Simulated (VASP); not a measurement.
# TiPt3 (Pm-3m) in VASP: further runs

Runs on TiPt3. Level: PBEsol. Tasks: single point, relaxation of cell and atoms.

Program: VASP 6.6.1. These are calculated values, not measurements. Logs are shortened: lines on timing, memory, paths and dates and some standing lists are left out, and cuts for length are marked.

**1. The cell of the first run**

It takes space group Pm-3m (No. 221, cubic). Conventional cell: a = 3.899 Å, b = 3.899 Å, c = 3.899 Å, α = 90.00°, β = 90.00°, γ = 90.00°. Within 3.6 Å of Ti (site symmetry m-3m) lie 12 Pt at 2.76 Å. Pt (site symmetry 4/mmm) has 4 Ti at 2.76 Å and 8 Pt at 2.76 Å within 3.6 Å.

**2. Single point, PBEsol**

Input file INCAR:

```
  PREC = Accurate
  ENCUT = 520
  EDIFF = 1E-6
  ISMEAR = 0
  SIGMA = 0.1
  LREAL = F
  LASPH = T
  NELM = 80
  ALGO = Fast
  ISIF = 2
  LWAVE = F
  LCHARG = F
  GGA = PS
  NBANDS = 29
```

Input file KPOINTS:

```
regular mesh
0
Gamma
  12 12 12
```

Input file POSCAR:

```
TiPt3
1.0
    3.8993268725      0.0000000000      0.0000000000
    0.0000000000      3.8993268725      0.0000000000
    0.0000000000      0.0000000000      3.8993268725
Ti Pt
1 3
Direct
    0.0000000000      0.0000000000      0.0000000000
    0.0000000000      0.5000000000      0.5000000000
    0.5000000000      0.0000000000      0.5000000000
    0.5000000000      0.5000000000      0.0000000000
```

Potentials or basis: VASP PAW PBE potentials, release 64 (Ti_sv, Pt).

On the command line:

```console
> cat potpaw_PBE.64/Ti_sv/POTCAR potpaw_PBE.64/Pt/POTCAR > POTCAR
> mpirun -np 1 vasp_std > vasp.out
```

OUTCAR:

```text
PREC = Accurate
   ENCUT = 520
   EDIFF = 1E-6
   ISMEAR = 0
   LREAL = F
   LASPH = T
   NELM = 80
   ISIF = 2
   GGA = PS

 ion  position               nearest neighbor table
   1  0.000  0.000  0.000-   2 2.76   3 2.76   4 2.76   2 2.76   3 2.76   2 2.76   4 2.76   2 2.76
                             3 2.76   4 2.76   3 2.76   4 2.76
   2  0.000  0.500  0.500-   1 2.76   3 2.76   4 2.76   1 2.76   4 2.76   1 2.76   3 2.76   1 2.76
                             3 2.76   4 2.76   4 2.76   3 2.76
   3  0.500  0.000  0.500-   1 2.76   2 2.76   4 2.76   1 2.76   4 2.76   2 2.76   4 2.76   4 2.76
                             1 2.76   2 2.76   1 2.76   2 2.76
   4  0.500  0.500  0.000-   1 2.76   2 2.76   3 2.76   2 2.76   3 2.76   1 2.76   3 2.76   3 2.76
                             1 2.76   2 2.76   2 2.76   1 2.76

  LATTYP: Found a simple cubic cell.
 ALAT       =     3.8993268725

  Lattice vectors:

 A1 = (   3.8993268725,   0.0000000000,   0.0000000000)
 A2 = (   0.0000000000,   3.8993268725,   0.0000000000)
 A3 = (   0.0000000000,   0.0000000000,   3.8993268725)

Analysis of symmetry for initial positions (statically):
=====================================================================
 Subroutine PRICEL returns:
 Original cell was already a primitive cell.

 Routine SETGRP: Setting up the symmetry group for a
 simple cubic supercell.

 Subroutine GETGRP returns: Found 48 space group operations
 (whereof 48 operations were pure point group operations)
 out of a pool of 48 trial point group operations.

The static configuration has the point symmetry O_h .

Analysis of symmetry for dynamics (positions and initial velocities):
=====================================================================
 Subroutine PRICEL returns:
 Original cell was already a primitive cell.

 Routine SETGRP: Setting up the symmetry group for a
 simple cubic supercell.

 Subroutine GETGRP returns: Found 48 space group operations
 (whereof 48 operations were pure point group operations)
 out of a pool of 48 trial point group operations.

The dynamic configuration has the point symmetry O_h .

 Subroutine INISYM returns: Found 48 space group operations
 (whereof 48 operations are pure point group operations),
 and found     1 'primitive' translations

----------------------------------------------------------------------------------------

                                     Primitive cell

  volume of cell :      59.2883

  direct lattice vectors                    reciprocal lattice vectors
     3.899326873  0.000000000  0.000000000     0.256454520  0.000000000  0.000000000
     0.000000000  3.899326873  0.000000000     0.000000000  0.256454520  0.000000000
     0.000000000  0.000000000  3.899326873     0.000000000  0.000000000  0.256454520

  length of vectors
     3.899326873  3.899326873  3.899326873     0.256454520  0.256454520  0.256454520

  position of ions in fractional coordinates (direct lattice)
     0.000000000  0.000000000  0.000000000
     0.000000000  0.500000000  0.500000000
     0.500000000  0.000000000  0.500000000
     0.500000000  0.500000000  0.000000000

  ion indices of the primitive-cell ions
   primitive index   ion index
                 1           1
                 2           2
                 3           3
                 4           4

----------------------------------------------------------------------------------------

 KPOINTS: regular mesh

Automatic generation of k-mesh.
 Grid dimensions read from file:
 generate k-points for:   12   12   12

 Generating k-lattice:

  Cartesian coordinates                     Fractional coordinates (reciprocal lattice)
     0.021371210  0.000000000  0.000000000     0.083333333  0.000000000  0.000000000
     0.000000000  0.021371210  0.000000000     0.000000000  0.083333333  0.000000000
     0.000000000  0.000000000  0.021371210     0.000000000  0.000000000  0.083333333

  Length of vectors
     0.021371210  0.021371210  0.021371210

  Shift w.r.t. Gamma in fractional coordinates (k-lattice)
     0.000000000  0.000000000  0.000000000

 Subroutine IBZKPT returns following result:
 ===========================================

 Found     84 irreducible k-points:

 Following reciprocal coordinates:
            Coordinates               Weight
  0.000000  0.000000  0.000000      1.000000
  0.083333  0.000000  0.000000      6.000000
  0.166667  0.000000  0.000000      6.000000
  0.250000  0.000000  0.000000      6.000000
  0.333333  0.000000  0.000000      6.000000
  0.416667  0.000000  0.000000      6.000000
[... 16 lines left out ...]
  0.333333  0.333333  0.000000     12.000000
  0.416667  0.333333  0.000000     24.000000
 [... further k-points ...]
   k-points           NKPTS =     84   k-points in BZ     NKDIM =     84   number of bands    NBANDS=     29
   number of dos      NEDOS =    301   number of ions     NIONS =      4
   total plane-waves  NPLWV =  27000
   dimension x,y,z NGX =    30 NGY =   30 NGZ =   30
   dimension x,y,z NGXF=    60 NGYF=   60 NGZF=   60
   ions per type =               1   3
   NGX,Y,Z   is equivalent  to a cutoff of  12.79, 12.79, 12.79 a.u.
   NGXF,Y,Z  is equivalent  to a cutoff of  25.58, 25.58, 25.58 a.u.
 SYSTEM =  unknown system
   PREC   = accura    normal or accurate (medium, high low for compatibility)
   ISTART =      0    job   : 0-new  1-cont  2-samecut
   ICHARG =      2    charge: 1-file 2-atom 10-const
   ISPIN  =      1    spin polarized calculation?
   LNONCOLLINEAR =      F non collinear calculations
   LSORBIT =      F    spin-orbit coupling
   LASPH  =      T    aspherical Exc in radial PAW
   ENCUT  =  520.0 eV  38.22 Ry    6.18 a.u.   7.25  7.25  7.25*2*pi/ulx,y,z
   NELM   =     80;   NELMIN=  2; NELMDL= -5     # of ELM steps
   EDIFF  = 0.1E-05   stopping-criterion for ELM
   LREAL  =      F    real-space projection
   EDIFFG = 0.1E-04   stopping-criterion for IOM
   NSW    =      0    number of steps for IOM
   IBRION =     -1    ionic relax: 0-MD 1-quasi-New 2-CG
   NFREE  =      0    steps in history (QN), initial steepest desc. (CG)
   ISIF   =      2    stress and relaxation
   ISYM   =      2    0-nonsym 1-usesym 2-fastsym
   POTIM  = 0.5000    time-step for ionic-motion
   TEBEG  =    0.0;   TEEND  =   0.0 temperature during run
   PSTRESS=    0.0 pullay stress
   NELECT =      42.0000    total number of electrons
   NUPDOWN=      -1.0000    fix difference up-down
   EMIN   =  10.00;   EMAX   =-10.00  energy-range for DOS
   EFERMI =   0.00;   METHOD = LEGACY
   ISMEAR =     0;   SIGMA  =   0.10  broadening in eV -4-tet -1-fermi 0-gaus
   EFERMI_NEDOS =   21; number of points for ismear=-14 and -15
   IALGO  =     68    algorithm
   IMIX   =      4    mixing-type and parameters
     AMIX     =   0.40;   BMIX     =  1.00
     AMIX_MAG =   1.60;   BMIX_MAG =  1.00
  volume/ion in A,a.u.               =      14.82       100.02
  Fermi-wavevector in a.u.,A,eV,Ry     =   1.459380  2.757828 28.977538  2.129789
  Thomas-Fermi vector in A             =   2.575954
   LORBIT       =      0    0 simple, 1 ext, 2 COOP (PROOUT), +10 PAW based schemes
   GGA     = PS    functional components
   LHFCALC =     F    Hartree Fock is set to
   AEXX    =    0.0000 exact exchange contribution
   IVDW    =     0    specifies the selected vdW correction
   LEPSILON=     F    determine dielectric tensor
   LRPA    =     F    only Hartree local field effects (RPA)
 non-spin polarized calculation
 RMM-DIIS sequential band-by-band and
 Gauss-broadening in eV      SIGMA  =   0.10
  energy-cutoff  :      520.00
  volume of cell :       59.29
 maximum number of plane-waves:      1628
 NGX is ok and might be reduce to    30
   NGX = 15   NGY = 15   NGZ = 15

 number of electron      41.9999998 magnetization

 Free energy of the ion-electron system (eV)
  ---------------------------------------------------
  ext. energy  EPLUGINS =         0.00000000
  ---------------------------------------------------
  free energy    TOTEN  =       -32.76187384 eV

  energy without entropy =      -32.75700825  energy(sigma->0) =      -32.75944105

 E-fermi :  11.6517     XC(G=0): -13.4133

 val. band max:       11.6469739242   @ k =   0.4167   0.0833   0.0833
 cond. band min:      11.6747322898   @ k =   0.4167   0.0833   0.0000
 fundamental gap:      0.0277583656
 Fermi energy:        11.6516538043

 k-point     1 :       0.0000    0.0000    0.0000
  band No.  band energies     occupation
      1     -46.2874      2.00000
      2     -22.6066      2.00000
      3     -22.6066      2.00000
      4     -22.6066      2.00000
      5       1.4030      2.00000
      6       4.2390      2.00000
[... 21 lines left out ...]
     28      13.7088      0.00000
     29      20.0320      0.00000

 k-point     2 :       0.0833    0.0000    0.0000
  band No.  band energies     occupation
      1     -46.2873      2.00000
      2     -22.6085      2.00000
      3     -22.6069      2.00000
      4     -22.6069      2.00000
      5       1.4956      2.00000
      6       4.2981      2.00000
[... 21 lines left out ...]
     28      14.2808      0.00000
     29      19.8633      0.00000

 k-point     3 :       0.1667    0.0000    0.0000
  band No.  band energies     occupation
      1     -46.2869      2.00000
      2     -22.6139      2.00000
      3     -22.6077      2.00000
      4     -22.6077      2.00000
      5       1.7681      2.00000
      6       4.4663      2.00000
[... 21 lines left out ...]
     28      15.2949      0.00000
     29      19.4574      0.00000

 k-point     4 :       0.2500    0.0000    0.0000
  band No.  band energies     occupation
      1     -46.2865      2.00000
      2     -22.6212      2.00000
      3     -22.6089      2.00000
      4     -22.6089      2.00000
      5       2.2023      2.00000
      6       4.7057      2.00000
[... 21 lines left out ...]
     28      16.4099      0.00000
     29      19.0224      0.00000

 k-point     5 :       0.3333    0.0000    0.0000
  band No.  band energies     occupation
      1     -46.2860      2.00000
      2     -22.6284      2.00000
      3     -22.6100      2.00000
      4     -22.6100      2.00000
      5       2.7569      2.00000
      6       4.8716      2.00000
[... 21 lines left out ...]
     28      17.5403      0.00000
     29      18.6800      0.00000
[... 510 lines left out ...]
     28      16.7212      0.00000
     29      20.1971      0.00000

 k-point    22 :       0.5000    0.2500    0.0000
  band No.  band energies     occupation
      1     -46.2851      2.00000
      2     -22.6318      2.00000
      3     -22.6195      2.00000
      4     -22.6132      2.00000
      5       4.2789      2.00000
      6       5.0991      2.00000
[... 21 lines left out ...]
     28      16.5318      0.00000
     29      20.8778      0.00000

 k-point    23 :       0.3333    0.3333    0.0000
  band No.  band energies     occupation
      1     -46.2852      2.00000
      2     -22.6271      2.00000
      3     -22.6226      2.00000
      4     -22.6132      2.00000
      5       3.8677      2.00000
      6       5.6475      2.00000
[... 21 lines left out ...]
     28      16.4201      0.00000
     29      20.1386      0.00000

 k-point    24 :       0.4167    0.3333    0.0000
  band No.  band energies     occupation
      1     -46.2850      2.00000
      2     -22.6288      2.00000
      3     -22.6236      2.00000
      4     -22.6140      2.00000
      5       4.3660      2.00000
      6       5.4873      2.00000
[... 21 lines left out ...]
     28      15.9015      0.00000
     29      21.2111      0.00000

 [... further k-points ...]

------------------------ aborting loop because EDIFF is reached ----------------------------------------

  FORCE on cell =-STRESS in cart. coord.  units (eV):
  Direction    XX          YY          ZZ          XY          YZ          ZX
  --------------------------------------------------------------------------------------
  -------------------------------------------------------------------------------------
  Total       -0.1048043     -0.1048043     -0.1048043     -0.0000000      0.0000000     -0.0000000
  in kB       -2.8321794     -2.8321794     -2.8321794     -0.0000000      0.0000000     -0.0000000
  external PRESSURE =      -2.8321794 kB  Pullay stress =       0.0000000 kB

 VOLUME and BASIS-vectors are now :
 -----------------------------------------------------------------------------
  energy-cutoff  :      520.00
  volume of cell :       59.29
      direct lattice vectors                 reciprocal lattice vectors
     3.899326873  0.000000000  0.000000000     0.256454520  0.000000000  0.000000000
     0.000000000  3.899326873  0.000000000     0.000000000  0.256454520  0.000000000
     0.000000000  0.000000000  3.899326873     0.000000000  0.000000000  0.256454520

 POSITION                                       TOTAL-FORCE (eV/Angst)
 -----------------------------------------------------------------------------------
      0.00000      0.00000      0.00000         0.000000      0.000000      0.000000
      0.00000      1.94966      1.94966         0.000000      0.000000      0.000000
      1.94966      0.00000      1.94966         0.000000      0.000000      0.000000
      1.94966      1.94966      0.00000         0.000000      0.000000      0.000000
 -----------------------------------------------------------------------------------
    total drift:                                0.000000      0.000000     -0.000000

  FREE ENERGIE OF THE ION-ELECTRON SYSTEM (eV)
  ---------------------------------------------------
  free  energy   TOTEN  =       -32.7618738436 eV

  energy  without entropy=      -32.7570082514  energy(sigma->0) =      -32.75944105
```

Run time: 9.9 min. Hardware: 1 thread of Intel Xeon 8259CL, shared host; peak memory 0.23 GiB.

Results:

```
Free energy            : -32.7619 eV
Pressure               : -0.3 GPa
Band gap on the k mesh : zero (bands 21 and 22 overlap by 1.84 eV)
```

Levels at points of the mesh, in eV from the Fermi level:
```
           k point  band 18  band 19  band 20  band 21  band 22  band 23  band 24  band 25
(0.00, 0.00, 0.00)     0.06     0.06     0.06     1.41     1.41     1.56     1.56     1.56
(0.50, 0.00, 0.00)    -2.66    -2.59    -1.35    -0.19    -0.19     0.07     0.46     0.78
(0.50, 0.50, 0.00)    -3.10    -2.47    -2.28    -2.25     0.23     0.23     0.37     1.51
(0.50, 0.50, 0.50)    -0.71    -0.71    -0.71    -0.43    -0.43    -0.43     1.23     1.23
```

Caveat: the PAW data sets were made with another functional, which shifts forces and pressure a little; spin-orbit coupling is left out, which moves the levels of the heavy elements.

**3. Relaxation of cell and atoms, PBEsol**

This run uses another cell than the first one, of 15.14 Å³/atom.

Input file INCAR:

```
SYSTEM = TiPt3
ALGO = Fast
EDIFF = 1E-6
EDIFFG = -0.01
ENCUT = 600
GGA = PS
IBRION = 2
ISIF = 3
ISMEAR = 0
LASPH = .True.
LCHARG = .False.
LREAL = .False.
LWAVE = .False.
NELM = 100
NSW = 80
PREC = Accurate
SIGMA = 0.1
```

Input file KPOINTS:

```
k-points
0
Gamma
  12 12 12
  0 0 0
```

Input file POSCAR:

```
TiPt3
1.0
    3.9266426011      0.0000000000      0.0000000000
    0.0000000000      3.9266426011      0.0000000000
    0.0000000000      0.0000000000      3.9266426011
Ti Pt
1 3
Direct
    0.0000000000      0.0000000000      0.0000000000
    0.0000000000      0.5000000000      0.5000000000
    0.5000000000      0.0000000000      0.5000000000
    0.5000000000      0.5000000000      0.0000000000
```

Potentials or basis: VASP PAW PBE potentials, release 64 (Ti_sv, Pt).

On the command line:

```console
> cat potpaw_PBE.64/Ti_sv/POTCAR potpaw_PBE.64/Pt/POTCAR > POTCAR
> mpirun -np 1 vasp_std > vasp.out
```

Wall time 16 min (1 thread of Intel Xeon 8259CL, shared host); peak memory 0.27 GiB.

Results (log left out):

- Free energy: -32.7620 eV
- Relaxed volume: 14.81 Å³/atom
- Relaxed cell: a = 3.898 Å, b = 3.898 Å, c = 3.898 Å, α = 90.00°, β = 90.00°, γ = 90.00°
- Space group after relaxing (to 0.1 Å): Pm-3m (No. 221)
- Energy gained by relaxing: 5.7 meV/atom
- Ionic steps: 4
- Pressure after relaxing: 0.0 GPa
- Band gap on the k mesh: zero (bands 21 and 22 overlap by 1.84 eV)

The path:
```csv
step,energy change (eV),largest force (eV/Å),pressure (GPa),volume (Å³)
1,0.0000,0.0000,-5.51,60.54
2,0.1331,0.0000,16.75,56.09
3,-0.0227,0.0000,-0.12,59.27
4,-0.0228,0.0000,-0.01,59.24
```

Final structure:
```
CELL_PARAMETERS angstrom
3.89837 0.00000 0.00000
0.00000 3.89837 0.00000
0.00000 0.00000 3.89837
ATOMIC_POSITIONS crystal
Ti 0.00000 0.00000 0.00000
Pt 0.00000 0.50000 0.50000
Pt 0.50000 0.00000 0.50000
Pt 0.50000 0.50000 0.00000
```

Levels at points of the mesh, in eV from the Fermi level:
```csv
k point,band 17,band 18,band 19,band 20,band 21,band 22,band 23,band 24,band 25
"(0.00, 0.00, 0.00)",-0.50,0.06,0.06,0.06,1.41,1.41,1.56,1.56,1.56
"(0.50, 0.00, 0.00)",-2.66,-2.66,-2.60,-1.35,-0.19,-0.19,0.07,0.46,0.78
"(0.50, 0.50, 0.00)",-3.11,-3.11,-2.47,-2.28,-2.25,0.23,0.23,0.37,1.51
"(0.50, 0.50, 0.50)",-1.02,-0.71,-0.71,-0.71,-0.43,-0.43,-0.43,1.23,1.23
```

Caveat: the PAW data sets were made with another functional, which shifts forces and pressure a little; spin-orbit coupling is left out, which moves the levels of the heavy elements.
